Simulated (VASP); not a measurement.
Wanted: the native input for a VASP 6.6.1 run.

| Property | Result |
| --- | --- |
| Task | single point |
| Functional | PBE |
| Potentials or basis | VASP PAW PBE potentials, release 64 (Zr_sv) |
| Cutoff | 520 eV |
| k mesh | 15 × 15 × 8 |
| Occupations | fermi-dirac, width 0.05 eV |
| Spin | no spin polarisation |
| Dipole correction | no |
| Further INCAR settings | ALGO = Normal; EDIFF = 1e-06; NBANDS = 19 |

The structure of Zr lies in POSCAR:

```
Zr
1.0
    2.3871412565      0.0000000000      0.0000000000
   -1.1935706282      2.0673249705      0.0000000000
    0.0000000000      0.0000000000      4.2647780195
Zr
2
Direct
    0.3333333333      0.6666666667      0.2500000000
    0.6666666667      0.3333333333      0.7500000000
```

The input as run:

INCAR

```
SYSTEM = Zr
PREC     = Accurate       ! precision mode
ENCUT    = 520            ! plane-wave cutoff, eV
EDIFF    = 1E-6           ! SCF threshold, eV
ISMEAR   = -1             ! smearing method
SIGMA    = 0.05           ! smearing width, eV
LREAL    = .False.        ! projectors in reciprocal space
LASPH    = .True.         ! aspherical terms in the spheres
NELM     = 60             ! most SCF steps
ALGO     = Normal         ! electronic algorithm
ISIF     = 2              ! what is computed and relaxed
LWAVE    = .False.        ! write WAVECAR
LCHARG   = .True.         ! write CHGCAR
GGA      = PE             ! functional
LELF     = .True.         ! ELF
LVHAR    = .True.       
NBANDS   = 19             ! bands
```

KPOINTS

```
regular mesh
0
Gamma
  15 15 8
  0 0 0
```

Potentials or basis: VASP PAW PBE potentials, release 64 (Zr_sv).

Command:

```bash
$ cat potpaw_PBE.64/Zr_sv/POTCAR > POTCAR
$ mpirun -np 1 vasp_std > vasp.out
```

It gave:

| Quantity | Value |
| --- | --- |
| Pressure | 274.2 GPa |
| Band gap on the k mesh | zero (band 12 reaches 22.10 eV, above the bottom of band 13 at 20.54 eV) |

It took 48 s on 1 thread of Intel(R) Xeon(R) Platinum 8259CL CPU @ 2.50GHz (Skylake/Cascade Lake), with other jobs on the host, peak memory 0.16 GiB.
